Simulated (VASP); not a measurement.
A run of VASP 6.6.1:

File INCAR:

```
PREC = Accurate
ENCUT = 520
EDIFF = 1E-6
ISMEAR = 0
SIGMA = 0.1
LREAL = False
LASPH = True
NELM = 100
ALGO = Normal
ISIF = 2
LWAVE = False
LCHARG = False
GGA = PE
NBANDS = 18
```

KPOINTS

```
Automatic mesh
0
Gamma
  3 3 6
```

File POSCAR:

```
Li
1.0
    6.2266653100      0.0000000000      0.0000000000
   -3.1133326500      5.3924503400      0.0000000000
    0.0000000000      0.0000000000      3.6176304700
Li
6
Direct
    0.1912880200      0.8087119800      0.2500000000
    0.1912880200      0.3825760300      0.2500000000
    0.6174239700      0.8087119800      0.2500000000
    0.8087119800      0.1912880200      0.7500000000
    0.8087119800      0.6174239700      0.7500000000
    0.3825760300      0.1912880200      0.7500000000
```

Potentials or basis: VASP PAW PBE potentials, release 64 (Li_sv).

The run is started by

```bash
$ cat potpaw_PBE.64/Li_sv/POTCAR > POTCAR
$ mpirun -np 1 vasp_std > vasp.out
```

Hardware: 1 thread of AMD EPYC 7R13 Processor (Zen 3) (shared host).

Question: How long does it take, and how much memory?

Answer: Wall time 18 s on 1 thread of AMD EPYC 7R13 Processor (Zen 3) (shared host), peak memory 0.19 GiB. Counts: scf iterations 13, k points 12.
